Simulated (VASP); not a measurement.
Set up this calculation in VASP 6.6.1, as the native input.

* Task: single point
* Functional: r2SCAN
* Potentials or basis: VASP PAW PBE potentials, release 64 (O, Si, Ti_sv)
* Cutoff: 520 eV
* k mesh: 5 × 6 × 3, shifted
* Occupations: fermi-dirac, width 0.1 eV
* Spin: no spin polarisation
* Dipole correction: no
* Further INCAR settings: ALGO = Normal; EDIFF = 1e-06; NBANDS = 31

TiSiO:

```
CELL_PARAMETERS angstrom
3.44598 0.00000 0.00000
0.00000 3.05915 0.00000
0.00000 0.00000 7.32248
ATOMIC_POSITIONS crystal
O 0.75000 0.75000 0.94460
O 0.25000 0.25000 0.05540
Si 0.25000 0.25000 0.66804
Si 0.75000 0.75000 0.33196
Ti 0.25000 0.75000 0.88068
Ti 0.75000 0.25000 0.11932
```

These files were run (other wordings do the same):

POSCAR

```
TiSiO
1.0
    3.4459807600      0.0000000000      0.0000000000
    0.0000000000      3.0591495900      0.0000000000
    0.0000000000      0.0000000000      7.3224810300
O Si Ti
2 2 2
Direct
    0.7500000000      0.7500000000      0.9446000000
    0.2500000000      0.2500000000      0.0554000000
    0.2500000000      0.2500000000      0.6680400000
    0.7500000000      0.7500000000      0.3319600000
    0.2500000000      0.7500000000      0.8806800000
    0.7500000000      0.2500000000      0.1193200000
```

INCAR.step1

```
PREC = Accurate
ENCUT = 520
ISMEAR = -1
SIGMA = 0.1
LREAL = F
LASPH = T
NELM = 60
NBANDS = 31
GGA = PE
ALGO = Normal
EDIFF = 1E-4
LWAVE = T
LCHARG = F
```

INCAR.step2

```
PREC = Accurate
ENCUT = 520
EDIFF = 1E-6
ISMEAR = -1
SIGMA = 0.1
LREAL = F
LASPH = T
NELM = 60
ALGO = Normal
ISIF = 2
LWAVE = F
LCHARG = T
METAGGA = R2SCAN
LMIXTAU = T
LELF = T
LVHAR = T
NBANDS = 31
ISTART = 1
```

KPOINTS

```
Automatic mesh
0
Gamma
  5 6 3
  0.5 0.5 0.5
```

Potentials or basis: VASP PAW PBE potentials, release 64 (O, Si, Ti_sv).

Run with:

```sh
$ cat potpaw_PBE.64/O/POTCAR potpaw_PBE.64/Si/POTCAR potpaw_PBE.64/Ti_sv/POTCAR > POTCAR
$ cp INCAR.step1 INCAR
$ mpirun -np 1 vasp_std > vasp.out
$ cp INCAR.step2 INCAR
$ mpirun -np 1 vasp_std > vasp.out
```

Results of the run:

The pressure is 56.1 GPa and the largest force is 7.940 eV/Å. The band gap on the k mesh is zero (band 22 reaches 8.50 eV, above the bottom of band 23 at 8.15 eV).

Caveat: the k points lie up to 0.36 Å⁻¹ apart; the PAW data sets were made with another functional, which shifts forces and pressure a little.

Run time: 100 s on 1 thread of Intel(R) Xeon(R) Platinum 8488C (Sapphire Rapids) (shared host), peak memory 0.2 GiB.
